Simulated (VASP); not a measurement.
MoS2:

```
CELL_PARAMETERS angstrom
1.58550 0.91539 6.11500
-1.58550 0.91539 6.11500
0.00000 -1.83078 6.11500
ATOMIC_POSITIONS crystal
Mo 0.00000 0.00000 0.00000
S 0.75000 0.75000 0.75000
S 0.25000 0.25000 0.25000
```

Base run:

| Property | Result |
| --- | --- |
| Program | VASP 6.6.1 |
| Functional | PBEsol |
| Potentials or basis | VASP PAW PBE potentials, release 64 (Mo_sv, S) |
| Cutoff | 520 eV |
| k mesh | 8 × 8 × 8 |
| Occupations | methfessel-paxton, width 0.1 eV |
| Spin | no spin polarisation |

Its results: band gap on the k mesh zero (band 13 reaches 7.74 eV, above the bottom of band 14 at 7.36 eV); pressure 2.9 GPa; largest force 0.754 eV/Å.

The run is repeated on the same cell with these changes: k mesh from 8 × 8 × 8 to 3 × 3 × 3. What comes out?

Band gap on the k mesh zero (band 13 reaches 8.08 eV, above the bottom of band 14 at 7.48 eV); pressure 3.5 GPa; largest force 0.160 eV/Å.

Caveats: some runs use coarse meshes; the PAW data sets were made with another functional, which shifts forces and pressure a little.
